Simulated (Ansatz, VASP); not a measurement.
Two plane-wave programs on Mn

File POSCAR:

```
Mn
1.0
   -1.3058206205      1.3058206205      1.9866155791
    1.3058206205     -1.3058206205      1.9866155791
    1.3058206205      1.3058206205     -1.9866155791
Mn
1
Direct
    0.0000000000      0.0000000000      0.0000000000
```

The input INCAR.step1:

```
  PREC = Accurate
  ENCUT = 600
  ISMEAR = 0
  SIGMA = 0.1
  LREAL = F
  LASPH = T
  NELM = 150
  ISPIN = 2
  MAGMOM = 3.95
  LMAXMIX = 4
  GGA = PE
  ALGO = Normal
  EDIFF = 1E-4
  LWAVE = T
  LCHARG = F
```

File INCAR.step2:

```
  PREC = Accurate
  ENCUT = 600
  EDIFF = 1E-7
  ISMEAR = 0
  SIGMA = 0.1
  LREAL = F
  LASPH = T
  NELM = 150
  ALGO = Normal
  ISIF = 3
  LWAVE = F
  LCHARG = F
  ISPIN = 2
  MAGMOM = 3.95
  LORBIT = 11
  LMAXMIX = 4
  METAGGA = R2SCAN
  LMIXTAU = T
  IBRION = 2
  NSW = 90
  EDIFFG = -0.04
  ISTART = 1
```

The input KPOINTS:

```
Automatic mesh
0
Gamma
  10 10 10
```

Input for Ansatz:

```yaml
crystal:
  lattice:
    - [-1.3058206205, 1.3058206205, 1.9866155791]
    - [1.3058206205, -1.3058206205, 1.9866155791]
    - [1.3058206205, 1.3058206205, -1.9866155791]
  atoms:
    - { symbol: Mn, position: [0.0, 0.0, 0.0], spin: 3.95 }
basis:
  ecutwfc: 500
kpoints:
  mp_grid: { grid: [10, 10, 10] }
hamiltonian:
  xc: r2scan
scf:
  occupations: { method: gaussian, width: 0.1 }
  lower_state_search: "off"
output:
  forces: true
  stress: true
  eigenvalues: true
  populations: true
magnetization:
  spin_polarized: true
relax:
  adjacent_minimum: "off"
  f_tol: 0.04
  max_steps: 70
  cell: { stress_tol: 0.4 }
```

Alike in both runs: task relaxation of cell and atoms; functional r2SCAN; k mesh 10 × 10 × 10; occupations gaussian, width 0.1 eV; collinear spin.

```csv
,VASP,Ansatz
version,VASP 6.6.1,Ansatz 0.2.0
potentials or method,"VASP PAW PBE potentials, release 64 (Mn_pv), cutoff 600 eV","scalar-relativistic, plane waves, PAW"
valence electrons in the cell,13,15
```

|  | VASP | Ansatz | Ansatz less VASP |
| --- | --- | --- | --- |
| gap on the k mesh at the Fermi level, each at its own relaxed structure (eV) | none | none | - |
| net moment per atom (μB) | 3.75 | 3.75 | -0.003 |
| size of the moment on the site where the two differ most (μB) | 3.70 | 3.73 | +0.037 |
| relaxed volume (Å³/atom) | 15.22 | 15.20 | -0.019 |
| relaxed cell length with the largest relative difference (Å) | 2.781 | 2.781 | 0.0000 |

VASP's potentials were made for PBE, not for r2SCAN. Site moments also hang on the region over which each program counts them. A gap of «none» marks a metal or a gap that the smearing closes. VASP's potentials hold 13 valence electrons a cell and Ansatz's 15, so a difference there can come from the potentials and not from the codes.
